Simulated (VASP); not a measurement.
Input of a VASP 6.6.1 run:

Contents of INCAR:

```
  PREC = Accurate
  ENCUT = 600
  EDIFF = 1E-6
  ISMEAR = 0
  SIGMA = 0.02
  LREAL = False
  LASPH = True
  NELM = 60
  ALGO = Normal
  ISIF = 3
  LWAVE = False
  LCHARG = False
  GGA = PE
  IVDW = 12
  IBRION = 2
  NSW = 100
  EDIFFG = -0.005
```

File KPOINTS:

```
regular mesh
0
Gamma
  12 12 12
```

Contents of POSCAR:

```
WS2
1.0
    1.5785185901      0.9113581329      6.0539924565
   -1.5785185901      0.9113581329      6.0539924565
    0.0000000000     -1.8227162658      6.0539924565
W S
1 2
Direct
   -0.0006376611     -0.0006376611     -0.0006376611
    0.7526601181      0.7526601181      0.7526601181
    0.5792775430      0.5792775430      0.5792775430
```

Potentials or basis: VASP PAW PBE potentials, release 64 (W_sv, S).

The run is started by

```sh
$ cat potpaw_PBE.64/W_sv/POTCAR potpaw_PBE.64/S/POTCAR > POTCAR
$ mpirun -np 1 vasp_std > vasp.out
```

Q: Estimate the band gap on the k mesh.

A: 0.94 eV (least direct gap 1.92 eV).

Q: Estimate the space group after relaxing (to 0.1 Å).

A: R3m (No. 160).

Q: What does it give for the relaxed cell?

A: a = 6.318 Å, b = 6.318 Å, c = 6.318 Å, α = 28.94°, β = 28.94°, γ = 28.94°.

Final structure:
```
W S
1.0
     1.57853    0.91137    6.04917
    -1.57853    0.91137    6.04917
     0.00000   -1.82273    6.04917
W S
1 2
Cartesian
  0.0000 0.0000 18.1356
  0.0000 0.0000 13.6586
  0.0000 0.0000 10.5130
```

Caveat: spin-orbit coupling is left out, which moves the levels of the heavy elements. A k mesh can miss the band edges.
